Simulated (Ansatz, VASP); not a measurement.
**BAs in VASP and in Ansatz**

```
B As
1.0
     0.00000    2.35622    2.35622
     2.35622    0.00000    2.35622
     2.35622    2.35622    0.00000
B As
1 1
Direct
  0.00000 0.00000 0.00000
  0.25000 0.25000 0.25000
```

Alike in both runs: task single point; functional PBE; k mesh 8 × 8 × 8; no spin polarisation.

```csv
,VASP,Ansatz
version,VASP 6.6.1,Ansatz 0.2.0
potentials or method,"VASP PAW PBE potentials, release 64 (B, As), cutoff 520 eV","plane waves, PAW"
occupations,"gaussian, width 0.01 eV",fixed
valence electrons in the cell,8,18
```

|  | VASP | Ansatz | Ansatz less VASP |
| --- | --- | --- | --- |
| pressure (GPa) | 9.9 | 9.1 | -0.81 |

VASP's potentials hold 8 valence electrons a cell and Ansatz's 18, so a difference there can come from the potentials and not from the codes.
